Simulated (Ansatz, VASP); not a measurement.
**MgO: VASP beside Ansatz**

```
CELL_PARAMETERS angstrom
0.00000 2.13200 2.13200
2.13200 0.00000 2.13200
2.13200 2.13200 0.00000
ATOMIC_POSITIONS crystal
Mg 0.00000 0.00000 0.00000
O 0.50000 0.50000 0.50000
```

Alike in both runs: task single point; functional PBE; k mesh 9 × 9 × 9; occupations gaussian, width 0.02 eV; no spin polarisation.

```csv
,VASP,Ansatz
version,VASP 6.6.1,Ansatz 0.2.0
potentials or method,"VASP PAW PBE potentials, release 64 (Mg, O), cutoff 520 eV","PAW, plane waves, scalar-relativistic"
valence electrons in the cell,8,16
```

```tsv
	VASP	Ansatz	Ansatz less VASP
pressure (GPa)	-1.8	-1.1	+0.75
```

VASP's potentials hold 8 valence electrons a cell and Ansatz's 16, so a difference there can come from the potentials and not from the codes.
